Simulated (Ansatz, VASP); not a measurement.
## CuAu: VASP beside Ansatz

The input INCAR:

```
SYSTEM = CuAu
PREC = Accurate ; ENCUT = 700
EDIFF = 1E-7 ; ISMEAR = 0
SIGMA = 0.1 ; LREAL = .False.
LASPH = .True. ; NELM = 120
ALGO = Normal ; ISIF = 3
LWAVE = .False. ; LCHARG = .False.
GGA = CA ; IBRION = 2
NSW = 100 ; EDIFFG = -0.05
GGA_COMPAT = .False. ; NELMIN = 4
```

Contents of KPOINTS:

```
regular mesh
0
Gamma
  8 8 6
  0 0 0
```

File POSCAR:

```
CuAu
1.0
    2.8107494552      0.0000000000      0.0000000000
    0.0000000000      2.8107494552      0.0000000000
    0.0000000000      0.0000000000      3.6850000000
Cu Au
1 1
Direct
    0.5000000000      0.5000000000      0.5000000000
    0.0000000000      0.0000000000      0.0000000000
```

Input for Ansatz:

```yaml
crystal:
  lattice:
    - [2.8107494552, 0.0, 0.0]
    - [0.0, 2.8107494552, 0.0]
    - [0.0, 0.0, 3.685]
  atoms:
    - { symbol: Cu, position: [0.5, 0.5, 0.5] }
    - { symbol: Au, position: [0.0, 0.0, 0.0] }
basis:
  ecutwfc: 420
kpoints:
  mp_grid: { grid: [8, 8, 6] }
hamiltonian:
  xc: lda
scf:
  occupations: { method: gaussian, width: 0.1 }
output:
  forces: true
  stress: true
  eigenvalues: true
relax:
  adjacent_minimum: "off"
  f_tol: 0.05
  max_steps: 80
  cell: { stress_tol: 0.5 }
```

Alike in both runs: task relaxation of cell and atoms; functional LDA; k mesh 8 × 8 × 6; occupations gaussian, width 0.1 eV; no spin polarisation.

|  | VASP | Ansatz |
| --- | --- | --- |
| version | VASP 6.6.1 | Ansatz 0.2.0 |
| potentials or method | VASP PAW LDA potentials, release 64 (Cu_sv_GW, Au_sv_GW), cutoff 700 eV | scalar-relativistic, plane waves, PAW |
| valence electrons in the cell | 38 | 38 |

|  | VASP | Ansatz | Ansatz less VASP |
| --- | --- | --- | --- |
| gap on the k mesh at the Fermi level, each at its own relaxed structure (eV) | none | none | - |
| relaxed volume (Å³/atom) | 13.71 | 13.80 | +0.094 |
| relaxed cell length with the largest relative difference (Å) | 2.795 | 2.807 | +0.0116 |

LDA's correlation is that of Perdew and Zunger in VASP and of Perdew and Wang (1992) in Ansatz. A gap of «none» marks a metal or a gap that the smearing closes.

Neither program's run includes spin-orbit coupling.
